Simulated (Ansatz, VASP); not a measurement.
Hf in VASP and in Ansatz

```xyz
2
Lattice="3.1987 0.0000 0.0000 -1.5994 2.7702 0.0000 0.0000 0.0000 5.0505" Properties=species:S:1:pos:R:3 pbc="T T T"
Hf    0.0000    1.8468    1.2626
Hf    1.5994    0.9234    3.7879
```

Alike in both runs: task single point; functional r2SCAN; k mesh 11 × 11 × 6; occupations fermi-dirac, width 1 eV; no spin polarisation.

|  | VASP | Ansatz |
| --- | --- | --- |
| version | VASP 6.6.1 | Ansatz 0.2.0 |
| potentials or method | VASP PAW PBE potentials, release 64 (Hf_pv), cutoff 520 eV | plane waves (500 eV) with PAW, scalar-relativistic |
| valence electrons in the cell | 20 | 52 |

|  | VASP | Ansatz | Ansatz less VASP |
| --- | --- | --- | --- |
| pressure (GPa) | 8.6 | 9.1 | +0.51 |
| traceless stress, the component that is largest in VASP (GPa) | 3.32 | 3.33 | +0.010 |

VASP's potentials were made for PBE, not for r2SCAN. With one functional, cell and mesh, what is left measures potentials, basis and numerics. VASP's potentials hold 20 valence electrons a cell and Ansatz's 52, so a difference there can come from the potentials and not from the codes.

Neither program's run includes spin-orbit coupling.
